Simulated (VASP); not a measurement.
# C (Fd-3m) in VASP: a series of runs

C is run at these levels: r2SCAN; tasks: single point, relaxation of cell and atoms.

Program: VASP 6.6.1. These are calculated values, not measurements. Logs are shortened: lines on timing, memory, paths and dates and some standing lists are left out, and cuts for length are marked.

## 1. The cell of the first run

Symmetry: Fd-3m, No. 227, cubic system. The conventional cell has a = 3.560 Å, b = 3.560 Å, c = 3.560 Å, α = 90.00°, β = 90.00°, γ = 90.00°. C (site symmetry -43m) has 4 C at 1.54 Å within 2.1 Å.

## 2. Single point, r2SCAN

POSCAR reads:

```
C
1.0
    0.0000000000      1.7801423691      1.7801423691
    1.7801423691      0.0000000000      1.7801423691
    1.7801423691      1.7801423691      0.0000000000
C
2
Direct
    0.0000000000      0.0000000000      0.0000000000
    0.2500000000      0.2500000000      0.2500000000
```

INCAR.step1 reads:

```
SYSTEM = C
PREC = Accurate ; ENCUT = 520
ISMEAR = 0 ; SIGMA = 0.01
LREAL = .FALSE. ; LASPH = .TRUE.
NELM = 60 ; NBANDS = 11
GGA = PE ; ALGO = Normal
EDIFF = 1E-4 ; LWAVE = .TRUE.
LCHARG = .FALSE.
```

INCAR.step2 reads:

```
SYSTEM = C
PREC = Accurate ; ENCUT = 520
EDIFF = 1E-7 ; ISMEAR = 0
SIGMA = 0.01 ; LREAL = .FALSE.
LASPH = .TRUE. ; NELM = 60
ALGO = Normal ; ISIF = 2
LWAVE = .FALSE. ; LCHARG = .FALSE.
METAGGA = R2SCAN ; LMIXTAU = .TRUE.
NBANDS = 11 ; ISTART = 1
```

KPOINTS reads:

```
regular mesh
0
G
  10 10 10
  0 0 0
```

Potentials or basis: VASP PAW PBE potentials, release 64 (C).

Run with:

```console
$ cat potpaw_PBE.64/C/POTCAR > POTCAR
$ cp INCAR.step1 INCAR
$ mpirun -np 1 vasp_std > vasp.out
$ cp INCAR.step2 INCAR
$ mpirun -np 1 vasp_std > vasp.out
```

OUTCAR:

```text
SYSTEM = C
   PREC = Accurate
   ENCUT = 520
   EDIFF = 1E-7
   ISMEAR = 0
   LREAL = .FALSE.
   LASPH = .TRUE.
   NELM = 60
   ISIF = 2
   METAGGA = R2SCAN
   ISTART = 1

 ion  position               nearest neighbor table
   1  0.000  0.000  0.000-   2 1.54   2 1.54   2 1.54   2 1.54
   2  0.250  0.250  0.250-   1 1.54   1 1.54   1 1.54   1 1.54

  LATTYP: Found a face centered cubic cell.
 ALAT       =     3.5602847382

  Lattice vectors:

 A1 = (   0.0000000000,   1.7801423691,   1.7801423691)
 A2 = (   1.7801423691,   0.0000000000,   1.7801423691)
 A3 = (   1.7801423691,   1.7801423691,   0.0000000000)

Analysis of symmetry for initial positions (statically):
=====================================================================
 Subroutine PRICEL returns:
 Original cell was already a primitive cell.

 Routine SETGRP: Setting up the symmetry group for a
 face centered cubic supercell.

 Subroutine GETGRP returns: Found 48 space group operations
 (whereof 24 operations were pure point group operations)
 out of a pool of 48 trial point group operations.

The static configuration has the point symmetry T_d .
 The point group associated with its full space group is O_h .

Analysis of symmetry for dynamics (positions and initial velocities):
=====================================================================
 Subroutine PRICEL returns:
 Original cell was already a primitive cell.

 Routine SETGRP: Setting up the symmetry group for a
 face centered cubic supercell.

 Subroutine GETGRP returns: Found 48 space group operations
 (whereof 24 operations were pure point group operations)
 out of a pool of 48 trial point group operations.

The dynamic configuration has the point symmetry T_d .
 The point group associated with its full space group is O_h .

 Subroutine INISYM returns: Found 48 space group operations
 (whereof 24 operations are pure point group operations),
 and found     1 'primitive' translations

----------------------------------------------------------------------------------------

                                     Primitive cell

  volume of cell :      11.2822

  direct lattice vectors                    reciprocal lattice vectors
     0.000000000  1.780142369  1.780142369    -0.280876411  0.280876411  0.280876411
     1.780142369  0.000000000  1.780142369     0.280876411 -0.280876411  0.280876411
     1.780142369  1.780142369  0.000000000     0.280876411  0.280876411 -0.280876411

  length of vectors
     2.517501481  2.517501481  2.517501481     0.486492215  0.486492215  0.486492215

  position of ions in fractional coordinates (direct lattice)
     0.000000000  0.000000000  0.000000000
     0.250000000  0.250000000  0.250000000

  ion indices of the primitive-cell ions
   primitive index   ion index
                 1           1
                 2           2

----------------------------------------------------------------------------------------

 KPOINTS: regular mesh

Automatic generation of k-mesh.
 Grid dimensions read from file:
 generate k-points for:   10   10   10

 Generating k-lattice:

  Cartesian coordinates                     Fractional coordinates (reciprocal lattice)
    -0.028087641  0.028087641  0.028087641     0.100000000  0.000000000  0.000000000
     0.028087641 -0.028087641  0.028087641     0.000000000  0.100000000  0.000000000
     0.028087641  0.028087641 -0.028087641     0.000000000  0.000000000  0.100000000

  Length of vectors
     0.048649221  0.048649221  0.048649221

  Shift w.r.t. Gamma in fractional coordinates (k-lattice)
     0.000000000  0.000000000  0.000000000

 Subroutine IBZKPT returns following result:
 ===========================================

 Found     47 irreducible k-points:

 Following reciprocal coordinates:
            Coordinates               Weight
  0.000000  0.000000  0.000000      1.000000
  0.100000  0.000000  0.000000      8.000000
  0.200000  0.000000  0.000000      8.000000
  0.300000  0.000000  0.000000      8.000000
  0.400000  0.000000  0.000000      8.000000
  0.500000  0.000000  0.000000      4.000000
[... 16 lines left out ...]
  0.300000  0.300000  0.000000      6.000000
  0.400000  0.300000  0.000000     24.000000
 [... further k-points ...]
   k-points           NKPTS =     47   k-points in BZ     NKDIM =     47   number of bands    NBANDS=     11
   number of dos      NEDOS =    301   number of ions     NIONS =      2
   total plane-waves  NPLWV =   8000
   dimension x,y,z NGX =    20 NGY =   20 NGZ =   20
   dimension x,y,z NGXF=    40 NGYF=   40 NGZF=   40
   ions per type =               2
   NGX,Y,Z   is equivalent  to a cutoff of  13.21, 13.21, 13.21 a.u.
   NGXF,Y,Z  is equivalent  to a cutoff of  26.41, 26.41, 26.41 a.u.
 SYSTEM =  C
   PREC   = accura    normal or accurate (medium, high low for compatibility)
   ISTART =      1    job   : 0-new  1-cont  2-samecut
   ICHARG =      0    charge: 1-file 2-atom 10-const
   ISPIN  =      1    spin polarized calculation?
   LNONCOLLINEAR =      F non collinear calculations
   LSORBIT =      F    spin-orbit coupling
   LASPH  =      T    aspherical Exc in radial PAW
   ENCUT  =  520.0 eV  38.22 Ry    6.18 a.u.   4.68  4.68  4.68*2*pi/ulx,y,z
   NELM   =     60;   NELMIN=  2; NELMDL=  0     # of ELM steps
   EDIFF  = 0.1E-06   stopping-criterion for ELM
   LREAL  =      F    real-space projection
   EDIFFG = 0.1E-05   stopping-criterion for IOM
   NSW    =      0    number of steps for IOM
   IBRION =     -1    ionic relax: 0-MD 1-quasi-New 2-CG
   NFREE  =      0    steps in history (QN), initial steepest desc. (CG)
   ISIF   =      2    stress and relaxation
   ISYM   =      2    0-nonsym 1-usesym 2-fastsym
   POTIM  = 0.5000    time-step for ionic-motion
   TEBEG  =    0.0;   TEEND  =   0.0 temperature during run
   PSTRESS=    0.0 pullay stress
   NELECT =       8.0000    total number of electrons
   NUPDOWN=      -1.0000    fix difference up-down
   EMIN   =  10.00;   EMAX   =-10.00  energy-range for DOS
   EFERMI =   0.00;   METHOD = LEGACY
   ISMEAR =     0;   SIGMA  =   0.01  broadening in eV -4-tet -1-fermi 0-gaus
   EFERMI_NEDOS =   21; number of points for ismear=-14 and -15
   IALGO  =     38    algorithm
   IMIX   =      4    mixing-type and parameters
     AMIX     =   0.40;   BMIX     =  1.00
     AMIX_MAG =   1.60;   BMIX_MAG =  1.00
  volume/ion in A,a.u.               =       5.64        38.07
  Fermi-wavevector in a.u.,A,eV,Ry     =   1.459845  2.758707 28.996023  2.131148
  Thomas-Fermi vector in A             =   2.576364
   LORBIT       =      0    0 simple, 1 ext, 2 COOP (PROOUT), +10 PAW based schemes
   METAGGA = R2SCAN    functional components
   LHFCALC =     F    Hartree Fock is set to
   AEXX    =    0.0000 exact exchange contribution
   IVDW    =     0    specifies the selected vdW correction
   LEPSILON=     F    determine dielectric tensor
   LRPA    =     F    only Hartree local field effects (RPA)
 non-spin polarized calculation
 Gauss-broadening in eV      SIGMA  =   0.01
  energy-cutoff  :      520.00
  volume of cell :       11.28
 maximum number of plane-waves:       318
   NGX =  9   NGY =  9   NGZ =  9

 number of electron       7.9999999 magnetization

 Free energy of the ion-electron system (eV)
  ---------------------------------------------------
  ext. energy  EPLUGINS =         0.00000000
  ---------------------------------------------------
  free energy    TOTEN  =       -19.65711225 eV

  energy without entropy =      -19.65711225  energy(sigma->0) =      -19.65711225

 E-fermi :   9.9011     XC(G=0): -14.2878

 val. band max:        9.7920688083   @ k =   0.0000   0.0000   0.0000
 cond. band min:      14.1716922859   @ k =   0.4000   0.4000   0.0000
 fundamental gap:      4.3796234776
 Fermi energy:         9.9011084452

 k-point     1 :       0.0000    0.0000    0.0000
  band No.  band energies     occupation
      1     -12.9788      2.00000
      2       9.7921      2.00000
      3       9.7921      2.00000
      4       9.7921      2.00000
      5      15.6425      0.00000
      6      15.6425      0.00000
      7      15.6425      0.00000
      8      23.7407      0.00000
      9      30.2607      0.00000
     10      37.2405      0.00000
     11      37.2405      0.00000

 k-point     2 :       0.1000    0.0000    0.0000
  band No.  band energies     occupation
      1     -12.6884      2.00000
      2       7.9879      2.00000
      3       9.3120      2.00000
      4       9.3120      2.00000
      5      16.2736      0.00000
      6      16.2736      0.00000
      7      16.6623      0.00000
      8      24.0281      0.00000
      9      30.7405      0.00000
     10      34.7671      0.00000
     11      34.7671      0.00000

 k-point     3 :       0.2000    0.0000    0.0000
  band No.  band energies     occupation
      1     -11.8234      2.00000
      2       4.5730      2.00000
      3       8.3746      2.00000
      4       8.3746      2.00000
      5      17.4840      0.00000
      6      17.4840      0.00000
      7      17.9230      0.00000
      8      24.8225      0.00000
      9      31.5566      0.00000
     10      33.2099      0.00000
     11      33.2099      0.00000
[... 267 lines left out ...]
 k-point    23 :       0.3000    0.3000    0.0000
  band No.  band energies     occupation
      1      -9.5474      2.00000
      2       3.2332      2.00000
      3       4.5924      2.00000
      4       4.5924      2.00000
      5      14.2295      0.00000
      6      18.9215      0.00000
      7      23.7219      0.00000
      8      23.7219      0.00000
      9      31.7856      0.00000
     10      34.1368      0.00000
     11      41.6731      0.00000

 k-point    24 :       0.4000    0.3000    0.0000
  band No.  band energies     occupation
      1      -8.1657      2.00000
      2       1.1384      2.00000
      3       3.4404      2.00000
      4       4.0941      2.00000
      5      14.8245      0.00000
      6      18.2381      0.00000
      7      24.7787      0.00000
      8      24.8289      0.00000
      9      32.8404      0.00000
     10      34.1700      0.00000
     11      41.9188      0.00000

 [... further k-points ...]

------------------------ aborting loop because EDIFF is reached ----------------------------------------

  FORCE on cell =-STRESS in cart. coord.  units (eV):
  Direction    XX          YY          ZZ          XY          YZ          ZX
  --------------------------------------------------------------------------------------
  -------------------------------------------------------------------------------------
  Total        0.0788351      0.0788351      0.0788351      0.0000000      0.0000000      0.0000000
  in kB       11.1953056     11.1953056     11.1953056      0.0000000      0.0000000      0.0000000
  external PRESSURE =      11.1953056 kB  Pullay stress =       0.0000000 kB

 VOLUME and BASIS-vectors are now :
 -----------------------------------------------------------------------------
  energy-cutoff  :      520.00
  volume of cell :       11.28
      direct lattice vectors                 reciprocal lattice vectors
     0.000000000  1.780142369  1.780142369    -0.280876411  0.280876411  0.280876411
     1.780142369  0.000000000  1.780142369     0.280876411 -0.280876411  0.280876411
     1.780142369  1.780142369  0.000000000     0.280876411  0.280876411 -0.280876411

 POSITION                                       TOTAL-FORCE (eV/Angst)
 -----------------------------------------------------------------------------------
      0.00000      0.00000      0.00000        -0.000000     -0.000000     -0.000000
      0.89007      0.89007      0.89007         0.000000      0.000000      0.000000
 -----------------------------------------------------------------------------------
    total drift:                                0.000000      0.000000      0.000000

  FREE ENERGIE OF THE ION-ELECTRON SYSTEM (eV)
  ---------------------------------------------------
  free  energy   TOTEN  =       -19.6571122477 eV

  energy  without entropy=      -19.6571122477  energy(sigma->0) =      -19.65711225
```

Wall time 23 s (1 thread of Intel Xeon Platinum 8259CL at 2.50GHz (Skylake/Cascade Lake), shared host); peak memory 0.12 GiB.

Results:

```yaml
Free_energy: -19.6571 eV
Pressure: 1.1 GPa
Band_gap_on_the_k_mesh: 4.38 eV, indirect (least direct gap 5.85 eV)
```

Caveat: the PAW data sets were made with another functional, which shifts forces and pressure a little.

## 3. Relaxation of cell and atoms, r2SCAN

This run uses another cell than the first one, of 5.67 Å³/atom, 1.006 times its volume.

POSCAR reads:

```
C
1.0
    0.0000000000      1.7835000000      1.7835000000
    1.7835000000      0.0000000000      1.7835000000
    1.7835000000      1.7835000000      0.0000000000
C
2
Direct
    0.0000000000      0.0000000000      0.0000000000
    0.2500000000      0.2500000000      0.2500000000
```

INCAR.step1 reads:

```
SYSTEM = C
PREC = Accurate
ENCUT = 600
ISMEAR = 0
SIGMA = 0.01
LREAL = .FALSE.
LASPH = .TRUE.
NELM = 100
GGA = PE
ALGO = Normal
EDIFF = 1E-4
LWAVE = .TRUE.
LCHARG = .FALSE.
```

INCAR.step2 reads:

```
SYSTEM = C
PREC = Accurate
ENCUT = 600
EDIFF = 1E-6
ISMEAR = 0
SIGMA = 0.01
LREAL = .FALSE.
LASPH = .TRUE.
NELM = 100
ALGO = Normal
ISIF = 3
LWAVE = .FALSE.
LCHARG = .FALSE.
METAGGA = R2SCAN
LMIXTAU = .TRUE.
IBRION = 2
NSW = 80
EDIFFG = -0.002
ISTART = 1
```

KPOINTS is that of step 2.

Potentials or basis: VASP PAW PBE potentials, release 64 (C).

Run with:

```console
$ cat potpaw_PBE.64/C/POTCAR > POTCAR
$ cp INCAR.step1 INCAR
$ mpirun -np 1 vasp_std > vasp.out
$ cp INCAR.step2 INCAR
$ mpirun -np 1 vasp_std > vasp.out
```

Run time: 36 s. Hardware: 1 thread of Intel Xeon Platinum 8259CL at 2.50GHz (Skylake/Cascade Lake), shared host; peak memory 0.12 GiB.

Results (log left out):

```yaml
Free_energy: -19.6643 eV
Relaxed_volume: 5.65 Å³/atom
Relaxed_cell: a = 2.518 Å, b = 2.518 Å, c = 2.518 Å, α = 60.00°, β = 60.00°, γ = 60.00°
Space_group_after_relaxing_to_0.05_Å: Fd-3m (No. 227)
Energy_gained_by_relaxing: 0.2 meV/atom
Ionic_steps: 3
Pressure_after_relaxing: 0.0 GPa
Band_gap_on_the_k_mesh: 4.38 eV, indirect (least direct gap 5.85 eV)
```

The path:
| step | energy change (eV) | largest force (eV/Å) | pressure (GPa) | volume (Å³) |
| --- | --- | --- | --- | --- |
| 1 | 0.0000 | 0.0000 | -2.19 | 11.35 |
| 2 | 0.0002 | 0.0000 | 2.86 | 11.22 |
| 3 | -0.0004 | 0.0000 | -0.03 | 11.29 |

Final structure:
```yaml
crystal:
  lattice:
    - [0.00000, 1.78056, 1.78056]
    - [1.78056, 0.00000, 1.78056]
    - [1.78056, 1.78056, 0.00000]
  atoms:
    - { symbol: C, position: [0.00000, 0.00000, 0.00000] }
    - { symbol: C, position: [0.25000, 0.25000, 0.25000] }
```

Levels at points of the mesh, in eV from the valence-band top:
| k point | band 1 | band 2 | band 3 | band 4 | band 5 | band 6 | band 7 | band 8 |
| --- | --- | --- | --- | --- | --- | --- | --- | --- |
| (0.00, 0.00, 0.00) | -22.76 | 0.00 | 0.00 | 0.00 | 5.85 | 5.85 | 5.85 | 13.93 |
| (0.50, 0.00, 0.00) | -16.79 | -14.10 | -2.99 | -2.99 | 8.90 | 8.90 | 9.19 | 16.74 |
| (0.50, 0.50, 0.00) | -13.62 | -13.62 | -6.69 | -6.69 | 5.01 | 5.01 | 17.95 | 17.95 |

Caveat: the PAW data sets were made with another functional, which shifts forces and pressure a little. r2SCAN opens gaps a little over a GGA but as a rule still falls short of measured ones.
